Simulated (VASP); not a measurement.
Write the native input for VASP 6.6.1 that does the following.

- Task: single point
- Functional: PBE
- Potentials or basis: VASP PAW PBE potentials, release 64 (Si, Ni)
- Cutoff: 520 eV
- k mesh: 12 × 12 × 12
- Occupations: gaussian, width 0.1 eV
- Spin: no spin polarisation
- Dipole correction: no
- Further INCAR settings: ALGO = Fast; EDIFF = 1e-06; NBANDS = 25

The structure of SiNi3 lies in POSCAR:

```
SiNi3
1.0
    3.5062596404      0.0000000000      0.0000000000
    0.0000000000      3.5062596404      0.0000000000
    0.0000000000      0.0000000000      3.5062596404
Si Ni
1 3
Direct
    0.0000000000      0.0000000000      0.0000000000
    0.0000000000      0.5000000000      0.5000000000
    0.5000000000      0.0000000000      0.5000000000
    0.5000000000      0.5000000000      0.0000000000
```

These files were run (other wordings do the same):

INCAR

```
PREC     = Accurate       # precision mode
ENCUT    = 520            # plane-wave cutoff, eV
EDIFF    = 1E-6           # SCF threshold, eV
ISMEAR   = 0              # smearing method
SIGMA    = 0.1            # smearing width, eV
LREAL    = False          # projectors in reciprocal space
LASPH    = True           # aspherical terms in the spheres
NELM     = 80             # most SCF steps
ALGO     = Fast           # electronic algorithm
ISIF     = 2              # what is computed and relaxed
LWAVE    = False          # write WAVECAR
LCHARG   = False          # write CHGCAR
GGA      = PE             # functional
NBANDS   = 25             # bands
```

KPOINTS

```
regular mesh
0
Gamma
  12 12 12
```

Potentials or basis: VASP PAW PBE potentials, release 64 (Si, Ni).

Launch:

```console
$ cat potpaw_PBE.64/Si/POTCAR potpaw_PBE.64/Ni/POTCAR > POTCAR
$ mpirun -np 1 vasp_std > vasp.out
```

It gave:

```
Pressure               : 0.1 GPa
Band gap on the k mesh : zero (band 17 reaches 10.69 eV, above the bottom of band 18 at 10.45 eV)
```

Run time: 82 s on 1 thread of Intel(R) Xeon(R) Platinum 8488C (Sapphire Rapids), with other jobs on the host, peak memory 0.2 GiB.
